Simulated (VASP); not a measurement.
A run of VASP 6.6.1:

INCAR

```
ALGO = Normal
DIPOL = 0.5 0.5 0.493
EDIFF = 1E-6
ENCUT = 520
GGA = PE
IDIPOL = 3
ISIF = 2
ISMEAR = 0
LASPH = T
LCHARG = F
LDIPOL = T
LREAL = F
LWAVE = F
NBANDS = 25
NELM = 100
PREC = Accurate
SIGMA = 0.1
```

Contents of KPOINTS:

```
k-points
0
Gamma
  12 12 1
```

The input POSCAR:

```
Ti
1.0
    2.9075446925      0.0000000000      0.0000000000
   -1.4537723463      2.5180075663      0.0000000000
    0.0000000000      0.0000000000     18.7480006006
Ti
3
Direct
    0.6666666667      0.3333333333      0.3733731478
    0.3333333333      0.6666666667      0.4932171700
    0.0000000000      0.0000000000      0.6130534180
```

Potentials or basis: VASP PAW PBE potentials, release 64 (Ti_sv).

Launch:

```console
$ cat potpaw_PBE.64/Ti_sv/POTCAR > POTCAR
$ mpirun -np 1 vasp_std > vasp.out
```

Hardware: 1 thread of Intel(R) Xeon(R) Platinum 8259CL CPU @ 2.50GHz (Skylake/Cascade Lake) (shared host).

Problem. Estimate the wall time of this run.

Solution. Wall time 90 s on 1 thread of Intel(R) Xeon(R) Platinum 8259CL CPU @ 2.50GHz (Skylake/Cascade Lake), on a shared host, peak memory 0.27 GiB. Counts: scf iterations 24, k points 19.
